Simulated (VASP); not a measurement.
# Mg3GaO4 (P1) in VASP: further runs

Runs on Mg3GaO4. Level: LDA. Tasks: single point.

Everything below comes from runs of VASP 6.6.1. Logs are shortened: lines on timing, memory, paths and dates and some standing lists are left out, and cuts for length are marked.

## Step 1: The cell of the first run

The typed cell holds 8 atoms: a = 4.363 Å, b = 4.363 Å, c = 4.363 Å, α = 90.00°, β = 90.00°, γ = 90.00°.

## Step 2: Single point, LDA

Input file INCAR:

```
SYSTEM = Mg3GaO4
  PREC = Accurate
  ENCUT = 520
  EDIFF = 1E-6
  ISMEAR = 1
  SIGMA = 0.02
  LREAL = .False.
  LASPH = .True.
  NELM = 80
  ALGO = Normal
  ISIF = 2
  LWAVE = .False.
  LCHARG = .True.
  GGA = CA
  LELF = .True.
  LVHAR = .True.
  NBANDS = 32
```

Input file KPOINTS:

```
regular mesh
0
Gamma
  2 2 2
  0 0 0
```

Input file POSCAR:

```
Mg3GaO4
1.0
    4.3634900000      0.0000000000      0.0000000000
    0.0000000000      4.3634900000      0.0000000000
    0.0000000000      0.0000000000      4.3634900000
Mg Ga O
3 1 4
Direct
   -0.0068706471      0.5342274189      0.5080451657
    0.4892815155     -0.0328324346      0.4968545820
    0.4998306402      0.5077204256     -0.0005277885
   -0.0024326858      0.0075414405     -0.0001984650
    0.5165120122     -0.0268546507     -0.0012125615
   -0.0039376737     -0.0131837130      0.5338094049
   -0.0030503106      0.5003600329     -0.0157919464
    0.5023639335      0.5010161591      0.4945701720
```

Potentials or basis: VASP PAW LDA potentials, release 64 (Mg, Ga_d, O).

On the command line:

```bash
> cat potpaw_LDA.64/Mg/POTCAR potpaw_LDA.64/Ga_d/POTCAR potpaw_LDA.64/O/POTCAR > POTCAR
> mpirun -np 1 vasp_std > vasp.out
```

OUTCAR:

```text
SYSTEM = Mg3GaO4
   PREC = Accurate
   ENCUT = 520
   EDIFF = 1E-6
   ISMEAR = 1
   LREAL = .False.
   LASPH = .True.
   NELM = 80
   ISIF = 2
   GGA = CA

 ion  position               nearest neighbor table
   1  0.993  0.534  0.508-   6 1.98   7 2.08   8 2.15   8 2.23   7 2.29   6 2.39   2 2.87   2 2.90
                             4 2.98   4 3.03   3 3.04   3 3.08   3 3.09   3 3.13   4 3.14   4 3.19
   2  0.489  0.967  0.497-   8 2.03   6 2.16   5 2.18   5 2.19   6 2.22   8 2.33   1 2.87   1 2.90
                             3 2.95   3 2.97   4 3.06   4 3.07   4 3.11   4 3.13   3 3.21   3 3.22
   3  0.500  0.508  0.999-   5 2.03   8 2.16   7 2.17   7 2.20   8 2.20   5 2.33   2 2.95   2 2.97
                             1 3.04   4 3.08   4 3.08   1 3.08   4 3.09   4 3.09   1 3.09   1 3.13
   4  0.998  0.008  1.000-   6 2.04   5 2.10   7 2.15   7 2.21   5 2.27   6 2.33   1 2.98   1 3.03
                             2 3.06   2 3.07   3 3.08   3 3.08   3 3.09   3 3.09   2 3.11   2 3.13
   5  0.517  0.973  0.999-   3 2.03   4 2.10   2 2.18   2 2.19   4 2.27   3 2.33
   6  0.996  0.987  0.534-   1 1.98   4 2.04   2 2.16   2 2.22   4 2.33   1 2.39
   7  0.997  0.500  0.984-   1 2.08   4 2.15   3 2.17   3 2.20   4 2.21   1 2.29
   8  0.502  0.501  0.495-   2 2.03   1 2.15   3 2.16   3 2.20   1 2.23   2 2.33

  LATTYP: Found a simple cubic cell.
 ALAT       =     4.3634900000

  Lattice vectors:

 A1 = (   4.3634900000,   0.0000000000,   0.0000000000)
 A2 = (   0.0000000000,   4.3634900000,   0.0000000000)
 A3 = (   0.0000000000,   0.0000000000,   4.3634900000)

Analysis of symmetry for initial positions (statically):
=====================================================================
 Subroutine PRICEL returns:
 Original cell was already a primitive cell.

 Routine SETGRP: Setting up the symmetry group for a
 simple cubic supercell.

 Subroutine GETGRP returns: Found  1 space group operations
 (whereof  1 operations were pure point group operations)
 out of a pool of 48 trial point group operations.

The static configuration has the point symmetry C_1 .

Analysis of symmetry for dynamics (positions and initial velocities):
=====================================================================
 Subroutine PRICEL returns:
 Original cell was already a primitive cell.

 Routine SETGRP: Setting up the symmetry group for a
 simple cubic supercell.

 Subroutine GETGRP returns: Found  1 space group operations
 (whereof  1 operations were pure point group operations)
 out of a pool of 48 trial point group operations.

The dynamic configuration has the point symmetry C_1 .

 Subroutine INISYM returns: Found  1 space group operations
 (whereof  1 operations are pure point group operations),
 and found     1 'primitive' translations

----------------------------------------------------------------------------------------

                                     Primitive cell

  volume of cell :      83.0810

  direct lattice vectors                    reciprocal lattice vectors
     4.363490000  0.000000000  0.000000000     0.229174354  0.000000000  0.000000000
     0.000000000  4.363490000  0.000000000     0.000000000  0.229174354  0.000000000
     0.000000000  0.000000000  4.363490000     0.000000000  0.000000000  0.229174354

  length of vectors
     4.363490000  4.363490000  4.363490000     0.229174354  0.229174354  0.229174354

  position of ions in fractional coordinates (direct lattice)
     0.993129353  0.534227419  0.508045166
     0.489281515  0.967167565  0.496854582
     0.499830640  0.507720426  0.999472211
     0.997567314  0.007541440  0.999801535
     0.516512012  0.973145349  0.998787439
     0.996062326  0.986816287  0.533809405
     0.996949689  0.500360033  0.984208054
     0.502363933  0.501016159  0.494570172

  ion indices of the primitive-cell ions
   primitive index   ion index
                 1           1
                 2           2
                 3           3
                 4           4
                 5           5
                 6           6
                 7           7
                 8           8

----------------------------------------------------------------------------------------

 KPOINTS: regular mesh

Automatic generation of k-mesh.
 Grid dimensions read from file:
 generate k-points for:    2    2    2

 Generating k-lattice:

  Cartesian coordinates                     Fractional coordinates (reciprocal lattice)
     0.114587177  0.000000000  0.000000000     0.500000000  0.000000000  0.000000000
     0.000000000  0.114587177  0.000000000     0.000000000  0.500000000  0.000000000
     0.000000000  0.000000000  0.114587177     0.000000000  0.000000000  0.500000000

  Length of vectors
     0.114587177  0.114587177  0.114587177

  Shift w.r.t. Gamma in fractional coordinates (k-lattice)
     0.000000000  0.000000000  0.000000000

 Subroutine IBZKPT returns following result:
 ===========================================

 Found      8 irreducible k-points:

 Following reciprocal coordinates:
            Coordinates               Weight
  0.000000  0.000000  0.000000      1.000000
  0.500000  0.000000  0.000000      1.000000
  0.000000  0.500000  0.000000      1.000000
  0.000000  0.000000  0.500000      1.000000
  0.500000  0.500000  0.000000      1.000000
  0.000000  0.500000  0.500000      1.000000
  0.500000  0.000000  0.500000      1.000000
  0.500000  0.500000  0.500000      1.000000
   k-points           NKPTS =      8   k-points in BZ     NKDIM =      8   number of bands    NBANDS=     32
   number of dos      NEDOS =    301   number of ions     NIONS =      8
   total plane-waves  NPLWV =  32768
   dimension x,y,z NGX =    32 NGY =   32 NGZ =   32
   dimension x,y,z NGXF=    64 NGYF=   64 NGZF=   64
   ions per type =               3   1   4
   NGX,Y,Z   is equivalent  to a cutoff of  12.19, 12.19, 12.19 a.u.
   NGXF,Y,Z  is equivalent  to a cutoff of  24.38, 24.38, 24.38 a.u.
 SYSTEM =  Mg3GaO4
   PREC   = accura    normal or accurate (medium, high low for compatibility)
   ISTART =      0    job   : 0-new  1-cont  2-samecut
   ICHARG =      2    charge: 1-file 2-atom 10-const
   ISPIN  =      1    spin polarized calculation?
   LNONCOLLINEAR =      F non collinear calculations
   LSORBIT =      F    spin-orbit coupling
   LASPH  =      T    aspherical Exc in radial PAW
   ENCUT  =  520.0 eV  38.22 Ry    6.18 a.u.   8.11  8.11  8.11*2*pi/ulx,y,z
   NELM   =     80;   NELMIN=  2; NELMDL= -5     # of ELM steps
   EDIFF  = 0.1E-05   stopping-criterion for ELM
   LREAL  =      F    real-space projection
   EDIFFG = 0.1E-04   stopping-criterion for IOM
   NSW    =      0    number of steps for IOM
   IBRION =     -1    ionic relax: 0-MD 1-quasi-New 2-CG
   NFREE  =      0    steps in history (QN), initial steepest desc. (CG)
   ISIF   =      2    stress and relaxation
   ISYM   =      2    0-nonsym 1-usesym 2-fastsym
   POTIM  = 0.5000    time-step for ionic-motion
   TEBEG  =    0.0;   TEEND  =   0.0 temperature during run
   PSTRESS=    0.0 pullay stress
   NELECT =      43.0000    total number of electrons
   NUPDOWN=      -1.0000    fix difference up-down
   EMIN   =  10.00;   EMAX   =-10.00  energy-range for DOS
   EFERMI =   0.00;   METHOD = LEGACY
   ISMEAR =     1;   SIGMA  =   0.02  broadening in eV -4-tet -1-fermi 0-gaus
   EFERMI_NEDOS =   21; number of points for ismear=-14 and -15
   IALGO  =     38    algorithm
   IMIX   =      4    mixing-type and parameters
     AMIX     =   0.40;   BMIX     =  1.00
     AMIX_MAG =   1.60;   BMIX_MAG =  1.00
  volume/ion in A,a.u.               =      10.39        70.08
  Fermi-wavevector in a.u.,A,eV,Ry     =   1.314408  2.483872 23.506370  1.727669
  Thomas-Fermi vector in A             =   2.444663
   LORBIT       =      0    0 simple, 1 ext, 2 COOP (PROOUT), +10 PAW based schemes
   GGA     = CA    functional components
   LHFCALC =     F    Hartree Fock is set to
   AEXX    =    0.0000 exact exchange contribution
   IVDW    =     0    specifies the selected vdW correction
   LEPSILON=     F    determine dielectric tensor
   LRPA    =     F    only Hartree local field effects (RPA)
 non-spin polarized calculation
 Methfessel and Paxton  Order N= 1 SIGMA  =   0.02
  energy-cutoff  :      520.00
  volume of cell :       83.08
 maximum number of plane-waves:      2272
   NGX = 17   NGY = 17   NGZ = 17

 number of electron      42.9999990 magnetization

 Free energy of the ion-electron system (eV)
  ---------------------------------------------------
  ext. energy  EPLUGINS =         0.00000000
  ---------------------------------------------------
  free energy    TOTEN  =       -50.81531562 eV

  energy without entropy =      -50.81565903  energy(sigma->0) =      -50.81543009

 E-fermi :   6.7444     XC(G=0): -11.5237

 val. band max:        6.7300741212   @ k =   0.0000   0.0000   0.5000
 cond. band min:       7.9366693010   @ k =   0.0000   0.0000   0.0000
 fundamental gap:      1.2065951797
 Fermi energy:         6.7444003415

 k-point     1 :       0.0000    0.0000    0.0000
  band No.  band energies     occupation
      1     -14.1550      2.00000
      2     -12.9296      2.00000
      3     -12.8462      2.00000
      4     -12.5582      2.00000
      5      -8.9505      2.00000
      6      -8.9455      2.00000
[... 24 lines left out ...]
     31      14.0515      0.00000
     32      17.5565      0.00000

 k-point     2 :       0.5000    0.0000    0.0000
  band No.  band energies     occupation
      1     -13.6237      2.00000
      2     -13.2935      2.00000
      3     -12.8516      2.00000
      4     -12.5281      2.00000
      5      -8.9631      2.00000
      6      -8.9593      2.00000
[... 24 lines left out ...]
     31      13.8163      0.00000
     32      14.2704      0.00000
[... 173 lines left out ...]
     31      14.4838      0.00000
     32      14.5458      0.00000

 k-point     8 :       0.5000    0.5000    0.5000
  band No.  band energies     occupation
      1     -13.0855      2.00000
      2     -12.9648      2.00000
      3     -12.9175      2.00000
      4     -12.7014      2.00000
      5      -9.0654      2.00000
      6      -9.0497      2.00000
[... 24 lines left out ...]
     31      15.2539      0.00000
     32      15.3261      0.00000

------------------------ aborting loop because EDIFF is reached ----------------------------------------

  FORCE on cell =-STRESS in cart. coord.  units (eV):
  Direction    XX          YY          ZZ          XY          YZ          ZX
  --------------------------------------------------------------------------------------
  -------------------------------------------------------------------------------------
  Total       -4.9673503     -2.7188114     -4.6307334     -0.0635005     -0.0957656     -0.1856106
  in kB      -95.7929206    -52.4309487    -89.3014277     -1.2245761     -1.8467937     -3.5794087
  external PRESSURE =     -79.1750990 kB  Pullay stress =       0.0000000 kB

 VOLUME and BASIS-vectors are now :
 -----------------------------------------------------------------------------
  energy-cutoff  :      520.00
  volume of cell :       83.08
      direct lattice vectors                 reciprocal lattice vectors
     4.363490000  0.000000000  0.000000000     0.229174354  0.000000000  0.000000000
     0.000000000  4.363490000  0.000000000     0.000000000  0.229174354  0.000000000
     0.000000000  0.000000000  4.363490000     0.000000000  0.000000000  0.229174354

 POSITION                                       TOTAL-FORCE (eV/Angst)
 -----------------------------------------------------------------------------------
      4.33351      2.33110      2.21685         0.034955     -1.352362     -0.247005
      2.13498      4.22023      2.16802         0.220630      1.076904      0.078826
      2.18101      2.21543      4.36119        -0.017353     -0.627977     -0.017963
      4.35287      0.03291      4.36262        -0.218026      0.209728     -0.217012
      2.25380      4.24631      4.35820        -0.140897      0.654711      0.168794
      4.34631      4.30596      2.32927         0.177543      0.520896     -0.312732
      4.35018      2.18332      4.29458         0.160265     -0.268069      0.565772
      2.19206      2.18618      2.15805        -0.217117     -0.213831     -0.018681
 -----------------------------------------------------------------------------------
    total drift:                               -0.000009      0.000980      0.000090

  FREE ENERGIE OF THE ION-ELECTRON SYSTEM (eV)
  ---------------------------------------------------
  free  energy   TOTEN  =       -50.8153156161 eV

  energy  without entropy=      -50.8156590300  energy(sigma->0) =      -50.81543009
```

Wall time 25 s (1 thread of Intel Xeon 8259CL, shared host); peak memory 0.16 GiB.

What came out:

```
Free energy            : -50.8153 eV
Pressure               : -7.9 GPa
Largest force          : 1.375 eV/Å
Band gap on the k mesh : zero (an odd number of electrons rules out a gap without spin polarisation)
```

Forces on the atoms (eV/Å):
```
Mg   0.035 -1.352 -0.247
Mg   0.221  1.077  0.079
Mg  -0.017 -0.628 -0.018
Ga  -0.218  0.210 -0.217
O   -0.141  0.655  0.169
O    0.178  0.521 -0.313
O    0.160 -0.268  0.566
O   -0.217 -0.214 -0.019
```

Stress tensor (GPa, compression positive):
```
-9.58 -0.12 -0.36
-0.12 -5.24 -0.18
-0.36 -0.18 -8.93
```

Caveat: the k points lie up to 0.72 Å⁻¹ apart, too coarse for converged energies and pressures of a metal; an odd number of electrons without spin polarisation forces a metal; a magnetic or distorted state may lie lower.

## Step 3: Single point, LDA

Input file INCAR:

```
SYSTEM = Mg3GaO4
PREC = Accurate
ENCUT = 520
EDIFF = 1E-6
ISMEAR = 1
SIGMA = 0.02
LREAL = .FALSE.
LASPH = .TRUE.
NELM = 100
ALGO = Normal
ISIF = 2
LWAVE = .FALSE.
LCHARG = .FALSE.
GGA = CA
NBANDS = 32
```

Input file KPOINTS:

```
Automatic mesh
0
G
  2 2 2
  0 0 0
```

Input file POSCAR:

```
Mg3GaO4
1.0
    4.3634900000      0.0000000000      0.0000000000
    0.0000000000      4.3634900000      0.0000000000
    0.0000000000      0.0000000000      4.3634900000
Mg Ga O
3 1 4
Direct
   -0.0153748490      0.5358703698      0.4998627246
    0.4816804897     -0.0434743749      0.4895533163
    0.4935615757      0.5029199104     -0.0031254798
   -0.0095407575      0.0106155852      0.0000820444
    0.5368736951     -0.0286976709      0.0014447151
    0.0043951058     -0.0025307724      0.5635340060
   -0.0048669757      0.4983135059     -0.0153899745
    0.4960091578      0.5048749968      0.4981876892
```

Potentials or basis: VASP PAW LDA potentials, release 64 (Mg, Ga_d, O).

On the command line:

```bash
> cat potpaw_LDA.64/Mg/POTCAR potpaw_LDA.64/Ga_d/POTCAR potpaw_LDA.64/O/POTCAR > POTCAR
> mpirun -np 1 vasp_std > vasp.out
```

It took 29 s on 1 thread of Intel Xeon 8259CL, shared host; peak memory 0.16 GiB.

The run converged. Its results:

```yaml
Free_energy: -50.6570 eV
Pressure: -6.5 GPa
Largest_force: 1.595 eV/Å
Band_gap_on_the_k_mesh: zero (an odd number of electrons rules out a gap without spin polarisation)
```

Forces in eV/Å, atoms in the order of the input:
```
Mg   0.205 -1.209  0.054
Mg   0.213  1.552  0.301
Mg   0.002 -0.515 -0.068
Ga  -0.113  0.229 -0.001
O   -0.480  0.597  0.346
O    0.061  0.018 -1.134
O    0.157 -0.260  0.721
O   -0.045 -0.412 -0.218
```

Stress tensor (GPa, compression positive):
```
-7.73 -0.44 -1.03
-0.44 -5.00  0.09
-1.03  0.09 -6.77
```

Levels at points of the mesh, in eV from the Fermi level:
| k point | band 17 | band 18 | band 19 | band 20 | band 21 | band 22 | band 23 | band 24 | band 25 | band 26 |
| --- | --- | --- | --- | --- | --- | --- | --- | --- | --- | --- |
| (0.00, 0.00, 0.00) | -5.33 | -5.30 | -4.44 | -4.17 | -4.15 | -3.01 | 1.33 | 4.39 | 4.46 | 4.85 |
| (0.50, 0.00, 0.00) | -5.70 | -4.98 | -4.90 | -4.70 | -4.66 | -0.10 | 2.59 | 4.65 | 5.33 | 6.00 |
| (0.00, 0.50, 0.00) | -5.61 | -5.00 | -4.96 | -4.68 | -4.64 | -0.11 | 2.51 | 4.36 | 5.70 | 5.82 |
| (0.00, 0.00, 0.50) | -5.68 | -5.06 | -4.97 | -4.67 | -4.63 | -0.02 | 2.66 | 4.46 | 5.43 | 5.62 |
| (0.50, 0.50, 0.00) | -5.60 | -4.77 | -4.66 | -4.55 | -4.30 | 1.25 | 3.22 | 3.41 | 4.40 | 5.66 |
| (0.00, 0.50, 0.50) | -5.60 | -4.74 | -4.68 | -4.57 | -4.26 | 1.17 | 2.93 | 3.85 | 4.58 | 5.42 |
| (0.50, 0.00, 0.50) | -5.52 | -4.79 | -4.66 | -4.63 | -4.27 | 1.22 | 3.11 | 3.79 | 4.68 | 5.08 |
| (0.50, 0.50, 0.50) | -4.63 | -4.60 | -4.59 | -4.40 | -4.30 | 1.16 | 1.94 | 1.98 | 3.04 | 4.43 |

Caveat: the k points lie up to 0.72 Å⁻¹ apart, too coarse for converged energies and pressures of a metal; an odd number of electrons without spin polarisation forces a metal; a magnetic or distorted state may lie lower.

## Step 4: Single point, LDA

Input file INCAR:

```
ALGO = Normal
EDIFF = 1E-6
ENCUT = 520
GGA = CA
ISIF = 2
ISMEAR = 1
LASPH = True
LCHARG = True
LELF = True
LREAL = False
LVHAR = True
LWAVE = False
NBANDS = 32
NELM = 60
PREC = Accurate
SIGMA = 0.02
```

Input file KPOINTS:

```
k-points
0
Gamma
  2 2 2
```

Input file POSCAR:

```
Mg3GaO4
1.0
    4.3634900000      0.0000000000      0.0000000000
    0.0000000000      4.3634900000      0.0000000000
    0.0000000000      0.0000000000      4.3634900000
Mg Ga O
3 1 4
Direct
   -0.0199917956      0.5137781913      0.4942607867
    0.4817696385     -0.0233230740      0.4876953998
    0.4820753571      0.4862353300     -0.0008357989
   -0.0164162173      0.0131151899      0.0046025085
    0.5374131716     -0.0016402008      0.0211358339
    0.0234360569      0.0166570795      0.5553818159
   -0.0036906238      0.4931898549      0.0042915189
    0.4910170529      0.5077405930      0.5059809923
```

On the command line:

```bash
> cat potpaw_LDA.64/Mg/POTCAR potpaw_LDA.64/Ga_d/POTCAR potpaw_LDA.64/O/POTCAR > POTCAR
> mpirun -np 1 vasp_std > vasp.out
```

Wall time 40 s (1 thread of Intel Xeon 8259CL, shared host); peak memory 0.16 GiB.

It converged, with:

| Item | Value |
| --- | --- |
| Free energy | -50.8647 eV |
| Pressure | -7.5 GPa |
| Largest force | 0.943 eV/Å |
| Band gap on the k mesh | zero (an odd number of electrons rules out a gap without spin polarisation) |

Forces in eV/Å, atoms in the order of the input:
```
Mg   0.404 -0.335  0.348
Mg   0.190  0.680  0.482
Mg   0.155  0.237  0.012
Ga   0.170 -0.042 -0.281
O   -0.416 -0.045 -0.190
O   -0.675 -0.421 -0.506
O   -0.065  0.043  0.241
O    0.238 -0.118 -0.105
```

Stress tensor (GPa, compression positive):
```
-6.13 -0.18 -0.51
-0.18 -8.51  0.38
-0.51  0.38 -7.79
```

Levels at points of the mesh, in eV from the Fermi level:
```
           k point  band 18  band 19  band 20  band 21  band 22  band 23  band 24  band 25
(0.00, 0.00, 0.00)    -5.48    -4.49    -4.37    -4.31    -3.24     1.04     4.18     4.30
(0.50, 0.00, 0.00)    -5.16    -5.07    -4.93    -4.89    -0.17     2.46     4.46     5.48
(0.00, 0.50, 0.00)    -5.25    -5.11    -4.88    -4.85    -0.11     2.48     3.93     5.74
(0.00, 0.00, 0.50)    -5.22    -5.16    -4.88    -4.82    -0.09     2.48     4.38     5.50
(0.50, 0.50, 0.00)    -4.85    -4.79    -4.79    -4.50     1.37     3.11     3.31     4.14
(0.00, 0.50, 0.50)    -4.86    -4.84    -4.76    -4.45     1.34     3.09     3.45     4.20
(0.50, 0.00, 0.50)    -4.98    -4.82    -4.78    -4.51     1.42     3.13     3.47     4.15
(0.50, 0.50, 0.50)    -4.75    -4.74    -4.64    -4.47     1.42     1.83     1.89     2.87
```

Caveat: the k points lie up to 0.72 Å⁻¹ apart, too coarse for converged energies and pressures of a metal; an odd number of electrons without spin polarisation forces a metal; a magnetic or distorted state may lie lower.

## Step 5: Overview

| cell | gap on the mesh (eV) | pressure (GPa) | largest force (eV/Å) |
| --- | --- | --- | --- |
| as given, atomic positions A | none | -7.9 | 1.38 |
| as given, atomic positions B | none | -6.5 | 1.60 |
| as given, atomic positions C | none | -7.5 | 0.94 |

Alike in all rows: task single point; level LDA; potentials or basis VASP PAW LDA potentials, release 64 (Mg, Ga_d, O); no spin polarisation; k mesh 2 × 2 × 2; cutoff (eV) 520; smearing methfessel-paxton 0.02 eV.

Caveats: all runs use coarse meshes; an odd number of electrons without spin polarisation forces a metal; a magnetic or distorted state may lie lower.

Absolute energies hang on the potentials; compare differences alone.
